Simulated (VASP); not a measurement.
**Cu: electric field gradients with PBEsol**

Crystal: Cu.

```
CELL_PARAMETERS angstrom
0.00000 1.77092 1.77092
1.77092 0.00000 1.77092
1.77092 1.77092 0.00000
ATOMIC_POSITIONS crystal
Cu 0.00000 0.00000 0.00000
```

This cell differs from its parent crystal: volume scaled by 0.9405.

| Quantity | Value |
| --- | --- |
| Program | VASP 6.6.1 |
| Task | electric field gradients |
| Functional | PBEsol |
| Potentials or basis | VASP PAW PBE potentials, release 64 (Cu) |
| Cutoff | 520 eV |
| k mesh | 19 × 19 × 19 |
| Occupations | fermi-dirac, width 0.08 eV |
| Spin | no spin polarisation |
| Dipole correction | no |
| Further INCAR settings | ALGO = Normal; EDIFF = 1e-08; NBANDS = 12 |

The pressure is 3.9 GPa.

Levels at points of the mesh, in eV from the Fermi level:
| k point | band 4 | band 5 | band 6 | band 7 | band 8 | band 9 |
| --- | --- | --- | --- | --- | --- | --- |
| (0.00, 0.00, 0.00) | -3.27 | -2.36 | -2.36 | 23.03 | 26.12 | 26.12 |

It took 24 s on 1 thread of AMD EPYC 7R13 Processor (Zen 3), on a shared host, peak memory 0.11 GiB.

Caveat: without QUAD_EFG the Cq values of the log hold for a quadrupole moment of 1 mb, not for the nuclei; the PAW data sets were made with another functional, which shifts forces and pressure a little.
